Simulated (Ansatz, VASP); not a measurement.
## Two plane-wave programs on TiAl6Ni5

```
CELL_PARAMETERS angstrom
4.08122 0.00000 0.00000
0.00000 4.08122 0.00000
0.00000 0.00000 9.25165
ATOMIC_POSITIONS crystal
Ti 0.50000 0.50000 0.50000
Al 0.00000 0.50000 0.00000
Al 0.50000 0.00000 0.00000
Al 0.00000 0.50000 0.31371
Al 0.50000 0.00000 0.31371
Al 0.00000 0.50000 0.68629
Al 0.50000 0.00000 0.68629
Ni 0.50000 0.50000 0.16057
Ni 0.00000 0.00000 0.15303
Ni 0.00000 0.00000 0.50000
Ni 0.50000 0.50000 0.83943
Ni 0.00000 0.00000 0.84697
```

Alike in both runs: functional PBE; k mesh 10 × 10 × 4; occupations gaussian, width 0.1 eV; no spin polarisation.

Ansatz relaxed the structure, and its values are those at the end. VASP's run is a single point on that final structure, the one shown.

```csv
,VASP,Ansatz
version,VASP 6.6.1,Ansatz 0.2.0
potentials or method,"VASP PAW PBE potentials, release 64 (Ti_sv, Al, Ni), cutoff 520 eV","scalar-relativistic, plane waves, PAW"
valence electrons in the cell,80,120
```

Ansatz gave:

```
gap on the k mesh at the Fermi level (eV) : none
pressure (GPa)                            : 0.0
```

Question: Which values does VASP return?

Answer: gap on the k mesh at the Fermi level (eV): none; pressure (GPa): -0.1.

A gap of «none» marks a metal or a gap that the smearing closes. VASP's potentials hold 80 valence electrons a cell and Ansatz's 120, so a difference there can come from the potentials and not from the codes.
